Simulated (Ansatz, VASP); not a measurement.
BAs in VASP and in Ansatz

INCAR

```
PREC = Accurate
ENCUT = 520
EDIFF = 1E-6
ISMEAR = -1
SIGMA = 0.05
LREAL = False
LASPH = True
NELM = 60
ALGO = Normal
ISIF = 2
LWAVE = False
LCHARG = False
GGA = B5
ALDAX = 1.0
AGGAX = 1.0
AGGAC = 1.0
ALDAC = 0.0
IVDW = 13
VDW_S6 = 1.0
VDW_S8 = 2.34076671
VDW_A1 = 0.44488865
VDW_A2 = 4.0933009
NBANDS = 11
```

Contents of KPOINTS:

```
Automatic mesh
0
Gamma
  10 10 10
```

Contents of POSCAR:

```
BAs
1.0
    0.0000000000      2.3397414207      2.3397414207
    2.3397414207      0.0000000000      2.3397414207
    2.3397414207      2.3397414207      0.0000000000
As B
1 1
Direct
    0.7500000000      0.7500000000      0.7500000000
    0.0000000000      0.0000000000      0.0000000000
```

Contents of input.yaml:

```yaml
crystal:
  lattice:
    - [0.0, 2.3397414207, 2.3397414207]
    - [2.3397414207, 0.0, 2.3397414207]
    - [2.3397414207, 2.3397414207, 0.0]
  atoms:
    - { symbol: As, position: [0.75, 0.75, 0.75] }
    - { symbol: B, position: [0.0, 0.0, 0.0] }
hamiltonian:
  xc: blyp
  pseudopotentials: { kind: paw }
  dispersion: d4
kpoints:
  mp_grid: { grid: [10, 10, 10] }
scf:
  occupations: { method: fermi_dirac, width: 0.05 }
output:
  forces: true
  stress: true
  eigenvalues: true
```

Alike in both runs: task single point; functional BLYP; dispersion D4; k mesh 10 × 10 × 10; occupations fermi-dirac, width 0.05 eV; no spin polarisation.

|  | VASP | Ansatz |
| --- | --- | --- |
| version | VASP 6.6.1 | Ansatz 0.2.0 |
| potentials or method | VASP PAW PBE potentials, release 64 (As, B) | Ansatz PAW |
| plane-wave cutoff (eV) | 520 | 420 |
| valence electrons in the cell | 8 | 18 |

VASP gave:

- gap on the k mesh at the Fermi level (eV): 1.35
- least direct gap on the mesh (eV): 3.46
- pressure (GPa): 9.2

Problem. Which values does Ansatz return?

Solution. gap on the k mesh at the Fermi level (eV): 1.36; least direct gap on the mesh (eV): 3.45; pressure (GPa): 8.0.

VASP's potentials were made for PBE, not for BLYP. VASP's potentials hold 8 valence electrons a cell and Ansatz's 18, so a difference there can come from the potentials and not from the codes.
